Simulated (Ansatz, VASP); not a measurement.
NaI: VASP beside Ansatz

```
Na I
1.0
     0.00000    3.23640    3.23640
     3.23640    0.00000    3.23640
     3.23640    3.23640    0.00000
Na I
1 1
Direct
  0.00000 0.00000 0.00000
  0.52317 0.52317 0.47683
```

Change from the starting cell: all I atoms moved +0.150 Å, as atom 2 along Cartesian [0 0 1].

Alike in both runs: task single point; functional PBE; k mesh 6 × 6 × 6; occupations gaussian, width 0.05 eV; no spin polarisation.

|  | VASP | Ansatz |
| --- | --- | --- |
| version | VASP 6.6.1 | Ansatz 0.2.0 |
| potentials or method | VASP PAW PBE potentials, release 64 (Na_pv, I), cutoff 520 eV | scalar-relativistic, plane waves, PAW |
| valence electrons in the cell | 14 | 26 |

|  | VASP | Ansatz | Ansatz less VASP |
| --- | --- | --- | --- |
| gap on the k mesh at the Fermi level (eV) | 3.64 | 3.65 | +0.004 |
| least direct gap on the mesh (eV) | 3.64 | 3.65 | +0.004 |
| pressure (GPa) | 0.6 | 0.5 | -0.02 |
| traceless stress, the component that is largest in VASP (GPa) | 0.29 | 0.29 | -0.002 |
| rms of the force components (eV/Å) | 0.084 | 0.084 | -0.0007 |

Atom by atom the forces differ by 0.001 eV/Å (rms over components). The functional is the same, so the differences come from potentials, cutoffs and numerics. VASP's potentials hold 14 valence electrons a cell and Ansatz's 26, so a difference there can come from the potentials and not from the codes.

Neither program's run includes spin-orbit coupling.
